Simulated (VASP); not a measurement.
# Nd3Si2I (I4/mmm) in VASP: single point with PBE

Aim: the single point of Nd3Si2I with PBE.

Everything below comes from runs of VASP 6.6.1. Logs are shortened: lines on timing, memory, paths and dates and some standing lists are left out, and cuts for length are marked.

### Step 1. The cell of the first run

Symmetry: I4/mmm, No. 139, tetragonal system. Conventional cell: a = 5.397 Å, b = 5.397 Å, c = 15.951 Å, α = 90.00°, β = 90.00°, γ = 90.00°. Nd (site symmetry -4m2) has 4 Si at 2.95 Å and 4 Nd at 3.82 Å within 3.9 Å. Within 3.9 Å of Nd (site symmetry 4/mmm) lie 2 Si at 2.79 Å and 4 I at 3.82 Å. Si (site symmetry 4mm) has 5 Nd at 2.79 to 2.95 Å within 3.7 Å. Within 5.4 Å of I (site symmetry 4/mmm) lie 12 Nd at 3.82 to 4.81 Å and 10 Si at 4.73 to 5.18 Å and 4 I at 5.40 Å.

The cell was generated, and may not be a known phase.

### Step 2. Single point, PBE

Contents of INCAR:

```
SYSTEM = Nd3Si2I
PREC = Accurate ; ENCUT = 500
EDIFF = 1E-6 ; ISMEAR = 0
SIGMA = 0.15 ; LREAL = .False.
LASPH = .True. ; NELM = 200
ALGO = Normal ; ISIF = 2
LWAVE = .False. ; LCHARG = .False.
GGA = PE ; NBANDS = 33
GGA_COMPAT = .False. ; LMAXMIX = 6
```

Contents of KPOINTS:

```
regular mesh
0
Gamma
  3 3 3
  0 0 0
```

Contents of POSCAR:

```
Nd3Si2I
1.0
   -2.6983529577      2.6983529577      7.9756367379
    2.6983529577     -2.6983529577      7.9756367379
    2.6983529577      2.6983529577     -7.9756367379
Nd Si I
3 2 1
Direct
    0.7500000000      0.2500000000      0.5000000000
    0.2500000000      0.7500000000      0.5000000000
    0.0000000000      0.0000000000      0.0000000000
    0.8248978224      0.8248978224      0.0000000000
    0.1751021776      0.1751021776      0.0000000000
    0.5000000000      0.5000000000      0.0000000000
```

Potentials or basis: VASP PAW PBE potentials, release 64 (Nd_3, Si, I), 4f in core.

The run is started by

```bash
> cat potpaw_PBE.64/Nd_3/POTCAR potpaw_PBE.64/Si/POTCAR potpaw_PBE.64/I/POTCAR > POTCAR
> mpirun -np 1 vasp_std > vasp.out
```

OUTCAR:

```text
SYSTEM = Nd3Si2I
   PREC = Accurate
   ENCUT = 500
   EDIFF = 1E-6
   ISMEAR = 0
   LREAL = .False.
   LASPH = .True.
   NELM = 200
   ISIF = 2
   GGA = PE

 ion  position               nearest neighbor table
   1  0.750  0.250  0.500-   5 2.95   4 2.95   4 2.95   5 2.95
   2  0.250  0.750  0.500-   5 2.95   4 2.95   4 2.95   5 2.95
   3  0.000  0.000  0.000-   4 2.79   5 2.79
   4  0.825  0.825  0.000-   3 2.79   2 2.95   1 2.95   1 2.95   2 2.95
   5  0.175  0.175  0.000-   3 2.79   1 2.95   2 2.95   2 2.95   1 2.95
   6  0.500  0.500  0.000-

  LATTYP: Found a body centered tetragonal cell.
 ALAT       =     5.3967059154
 C/A-ratio  =     2.9557425818

  Lattice vectors:

 A1 = (  -2.6983529577,   2.6983529577,   7.9756367379)
 A2 = (   2.6983529577,  -2.6983529577,   7.9756367379)
 A3 = (   2.6983529577,   2.6983529577,  -7.9756367379)

Analysis of symmetry for initial positions (statically):
=====================================================================
 Subroutine PRICEL returns:
 Original cell was already a primitive cell.

 Routine SETGRP: Setting up the symmetry group for a
 body centered tetragonal supercell.

 Subroutine GETGRP returns: Found 16 space group operations
 (whereof 16 operations were pure point group operations)
 out of a pool of 16 trial point group operations.

The static configuration has the point symmetry D_4h.

Analysis of symmetry for dynamics (positions and initial velocities):
=====================================================================
 Subroutine PRICEL returns:
 Original cell was already a primitive cell.

 Routine SETGRP: Setting up the symmetry group for a
 body centered tetragonal supercell.

 Subroutine GETGRP returns: Found 16 space group operations
 (whereof 16 operations were pure point group operations)
 out of a pool of 16 trial point group operations.

The dynamic configuration has the point symmetry D_4h.

 Subroutine INISYM returns: Found 16 space group operations
 (whereof 16 operations are pure point group operations),
 and found     1 'primitive' translations

----------------------------------------------------------------------------------------

                                     Primitive cell

  volume of cell :     232.2859

  direct lattice vectors                    reciprocal lattice vectors
    -2.698352958  2.698352958  7.975636738     0.000000000  0.185298220  0.062690919
     2.698352958 -2.698352958  7.975636738     0.185298220  0.000000000  0.062690919
[... 77 lines left out ...]
   NSW    =      0    number of steps for IOM
   IBRION =     -1    ionic relax: 0-MD 1-quasi-New 2-CG
   NFREE  =      0    steps in history (QN), initial steepest desc. (CG)
   ISIF   =      2    stress and relaxation
   ISYM   =      2    0-nonsym 1-usesym 2-fastsym
   POTIM  = 0.5000    time-step for ionic-motion
   TEBEG  =    0.0;   TEEND  =   0.0 temperature during run
   PSTRESS=    0.0 pullay stress
   NELECT =      48.0000    total number of electrons
   NUPDOWN=      -1.0000    fix difference up-down
   EMIN   =  10.00;   EMAX   =-10.00  energy-range for DOS
   EFERMI =   0.00;   METHOD = LEGACY
   ISMEAR =     0;   SIGMA  =   0.15  broadening in eV -4-tet -1-fermi 0-gaus
   EFERMI_NEDOS =   21; number of points for ismear=-14 and -15
   IALGO  =     38    algorithm
   IMIX   =      4    mixing-type and parameters
     AMIX     =   0.40;   BMIX     =  1.00
     AMIX_MAG =   1.60;   BMIX_MAG =  1.00
  volume/ion in A,a.u.               =      38.71       261.26
  Fermi-wavevector in a.u.,A,eV,Ry     =   0.967864  1.828998 12.745400  0.936761
  Thomas-Fermi vector in A             =   2.097785
   LORBIT       =      0    0 simple, 1 ext, 2 COOP (PROOUT), +10 PAW based schemes
   GGA     = PE    functional components
   LHFCALC =     F    Hartree Fock is set to
   AEXX    =    0.0000 exact exchange contribution
   IVDW    =     0    specifies the selected vdW correction
   LEPSILON=     F    determine dielectric tensor
   LRPA    =     F    only Hartree local field effects (RPA)
 non-spin polarized calculation
 Gauss-broadening in eV      SIGMA  =   0.15
  energy-cutoff  :      500.00
  volume of cell :      232.29
 maximum number of plane-waves:      5916
   NGX = 33   NGY = 33   NGZ = 33

 number of electron      48.0000000 magnetization

 Free energy of the ion-electron system (eV)
  ---------------------------------------------------
  ext. energy  EPLUGINS =         0.00000000
  ---------------------------------------------------
  free energy    TOTEN  =       -28.20947982 eV

  energy without entropy =      -28.17284228  energy(sigma->0) =      -28.19116105

 E-fermi :   2.5936     XC(G=0):  -8.2382

 val. band max:        2.5877077885   @ k =  -0.3333   0.3333   0.0000
 cond. band min:       2.6862733374   @ k =  -0.3333  -0.3333   0.3333
 fundamental gap:      0.0985655489
 Fermi energy:         2.5936402063

 k-point     1 :       0.0000    0.0000    0.0000
  band No.  band energies     occupation
      1     -36.5591      2.00000
      2     -35.2574      2.00000
      3     -35.2055      2.00000
      4     -17.7485      2.00000
      5     -17.7485      2.00000
      6     -17.3906      2.00000
[... 205 lines left out ...]
     32       5.2885      0.00000
     33       6.1486      0.00000

------------------------ aborting loop because EDIFF is reached ----------------------------------------

  FORCE on cell =-STRESS in cart. coord.  units (eV):
  Direction    XX          YY          ZZ          XY          YZ          ZX
  --------------------------------------------------------------------------------------
  -------------------------------------------------------------------------------------
  Total       -0.8749057     -0.8749057     -0.3005259      0.0000000     -0.0000000      0.0000000
  in kB       -6.0346065     -6.0346065     -2.0728582      0.0000000     -0.0000000      0.0000000
  external PRESSURE =      -4.7140237 kB  Pullay stress =       0.0000000 kB

 VOLUME and BASIS-vectors are now :
 -----------------------------------------------------------------------------
  energy-cutoff  :      500.00
  volume of cell :      232.29
      direct lattice vectors                 reciprocal lattice vectors
    -2.698352958  2.698352958  7.975636738     0.000000000  0.185298220  0.062690919
     2.698352958 -2.698352958  7.975636738     0.185298220  0.000000000  0.062690919
     2.698352958  2.698352958 -7.975636738     0.185298220  0.185298220  0.000000000

 POSITION                                       TOTAL-FORCE (eV/Angst)
 -----------------------------------------------------------------------------------
     -0.00000      2.69835      3.98782         0.000000      0.000000     -0.000000
      2.69835     -0.00000      3.98782         0.000000      0.000000     -0.000000
      0.00000      0.00000      0.00000         0.000000      0.000000      0.000000
      0.00000      0.00000     13.15817        -0.000000     -0.000000     -0.040333
      0.00000      0.00000      2.79310        -0.000000     -0.000000      0.040333
      0.00000      0.00000      7.97564         0.000000      0.000000      0.000000
 -----------------------------------------------------------------------------------
    total drift:                               -0.000000     -0.000000     -0.000000

  FREE ENERGIE OF THE ION-ELECTRON SYSTEM (eV)
  ---------------------------------------------------
  free  energy   TOTEN  =       -28.2094798208 eV

  energy  without entropy=      -28.1728422761  energy(sigma->0) =      -28.19116105
```

OSZICAR:

```text
N       E                     dE             d eps       ncg     rms          rms(c)
DAV:   1     0.345758491364E+03    0.34576E+03   -0.20352E+04   396   0.123E+03
DAV:   2    -0.626488576724E+01   -0.35202E+03   -0.34003E+03   476   0.287E+02
DAV:   3    -0.297387256946E+02   -0.23474E+02   -0.23046E+02   592   0.602E+01
DAV:   4    -0.317353109336E+02   -0.19966E+01   -0.19911E+01   688   0.157E+01
DAV:   5    -0.317794058734E+02   -0.44095E-01   -0.44085E-01   568   0.227E+00    0.981E+00
DAV:   6    -0.286263093475E+02    0.31531E+01   -0.60120E+00   494   0.838E+00    0.530E+00
DAV:   7    -0.282344234373E+02    0.39189E+00   -0.27430E+00   527   0.523E+00    0.231E+00
DAV:   8    -0.282343297374E+02    0.93700E-04   -0.53349E-01   510   0.232E+00    0.115E+00
DAV:   9    -0.282044036059E+02    0.29926E-01   -0.99736E-02   488   0.115E+00    0.417E-01
DAV:  10    -0.282078695053E+02   -0.34659E-02   -0.20232E-02   632   0.369E-01    0.296E-01
DAV:  11    -0.282093442494E+02   -0.14747E-02   -0.26152E-03   496   0.234E-01    0.774E-02
DAV:  12    -0.282094225732E+02   -0.78324E-04   -0.51835E-04   512   0.902E-02    0.571E-02
DAV:  13    -0.282094698250E+02   -0.47252E-04   -0.14039E-04   560   0.380E-02    0.140E-02
DAV:  14    -0.282094789723E+02   -0.91472E-05   -0.31802E-05   536   0.179E-02    0.788E-03
DAV:  15    -0.282094798208E+02   -0.84857E-06   -0.24527E-06   456   0.658E-03
   1 F= -.28209480E+02 E0= -.28191161E+02  d E =-.366375E-01
```

It took 58 s on 1 thread of Intel Xeon 6975P-C (Granite Rapids), shared host; peak memory 0.58 GiB.

Results:

```
Free energy            : -28.2095 eV
Pressure               : -0.5 GPa
Largest force          : 0.040 eV/Å
Band gap on the k mesh : zero (bands 24 and 25 overlap by 0.13 eV)
```

Forces on the atoms (eV/Å):
```
Nd   0.000  0.000  0.000
Nd   0.000  0.000  0.000
Nd   0.000  0.000  0.000
Si   0.000  0.000 -0.040
Si   0.000  0.000  0.040
I    0.000  0.000  0.000
```

Levels at points of the mesh, in eV from the Fermi level:
```csv
k point,band 22,band 23,band 24,band 25,band 26,band 27
"(0.00, 0.00, 0.00)",-0.61,-0.61,-0.56,-0.13,0.18,0.22
```

Caveat: the k points lie up to 0.41 Å⁻¹ apart; spin-orbit coupling is left out, which moves the levels of the heavy elements; the 4f electrons are frozen in the core, so they carry no moment and show no levels; the run has no spin polarisation, though such a crystal can be magnetic. Spin polarisation is off, so any magnetic state and its effect on volume and gap are missing.

The gap in the log of VASP goes by the Fermi energy; the results here count the filled bands.